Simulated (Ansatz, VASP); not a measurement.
**Al3N: VASP beside Ansatz**

Contents of INCAR:

```
SYSTEM = Al3N
PREC     = Accurate       ! precision mode
ENCUT    = 600            ! plane-wave cutoff, eV
EDIFF    = 1E-6           ! SCF threshold, eV
ISMEAR   = 0              ! smearing method
SIGMA    = 0.1            ! smearing width, eV
LREAL    = .False.        ! projectors in reciprocal space
LASPH    = .True.         ! aspherical terms in the spheres
NELM     = 100            ! most SCF steps
ALGO     = Normal         ! electronic algorithm
ISIF     = 3              ! what is computed and relaxed
LWAVE    = .False.        ! write WAVECAR
LCHARG   = .False.        ! write CHGCAR
GGA      = PE             ! functional
IBRION   = 2              ! ionic algorithm
NSW      = 100            ! ionic steps
EDIFFG   = -0.01          ! ionic threshold
```

The input KPOINTS:

```
Automatic mesh
0
Gamma
  8 8 8
  0 0 0
```

Contents of POSCAR:

```
Al3N
1.0
    5.0090810950      0.0000000000      0.0000000000
    0.0000000000      4.5030968778      2.6186201494
    0.0000000000     -4.5030968778      2.6186201494
Al N
6 2
Direct
    0.7684642013      0.1294771131      0.9936543214
    0.7684642013      0.4936543214      0.6294771131
    0.2315357987      0.6294771131      0.4936543214
    0.2315357987      0.9936543214      0.1294771131
    0.2839579769      0.2864879718      0.7864879718
    0.7160420231      0.7864879718      0.2864879718
    0.6348983205      0.4290328773      0.9290328773
    0.3651016795      0.9290328773      0.4290328773
```

Input for Ansatz:

```yaml
crystal:
  lattice:
    - [5.009081095, 0.0, 0.0]
    - [0.0, 4.5030968778, 2.6186201494]
    - [0.0, -4.5030968778, 2.6186201494]
  atoms:
    - { symbol: Al, position: [0.7684642013, 0.1294771131, 0.9936543214] }
    - { symbol: Al, position: [0.7684642013, 0.4936543214, 0.6294771131] }
    - { symbol: Al, position: [0.2315357987, 0.6294771131, 0.4936543214] }
    - { symbol: Al, position: [0.2315357987, 0.9936543214, 0.1294771131] }
    - { symbol: Al, position: [0.2839579769, 0.2864879718, 0.7864879718] }
    - { symbol: Al, position: [0.7160420231, 0.7864879718, 0.2864879718] }
    - { symbol: "N", position: [0.6348983205, 0.4290328773, 0.9290328773] }
    - { symbol: "N", position: [0.3651016795, 0.9290328773, 0.4290328773] }
basis:
  ecutwfc: 420
kpoints:
  mp_grid: { grid: [8, 8, 8] }
hamiltonian:
  xc: pbe
scf:
  occupations: { method: gaussian, width: 0.1 }
output:
  forces: true
  stress: true
  eigenvalues: true
relax:
  adjacent_minimum: "off"
  f_tol: 0.01
  max_steps: 80
  cell: { stress_tol: 0.05 }
```

Alike in both runs: task relaxation of cell and atoms; functional PBE; k mesh 8 × 8 × 8; occupations gaussian, width 0.1 eV; no spin polarisation.

|  | VASP | Ansatz |
| --- | --- | --- |
| version | VASP 6.6.1 | Ansatz 0.2.0 |
| potentials or method | VASP PAW PBE potentials, release 64 (Al, N), cutoff 600 eV | scalar-relativistic, plane waves, PAW |
| valence electrons in the cell | 28 | 28 |

Ansatz gave:

```
gap on the k mesh at the Fermi level, each at its own relaxed structure (eV) : none
relaxed volume (Å³/atom)                                                     : 14.81
relaxed length of the cell vector where the two differ most in proportion (Å)              : 5.206
```

Which values does VASP return?

gap on the k mesh at the Fermi level, each at its own relaxed structure (eV): none; relaxed volume (Å³/atom): 14.78; relaxed length of the cell vector where the two differ most in proportion (Å): 5.203.

A gap of «none» marks a metal or a gap that the smearing closes.
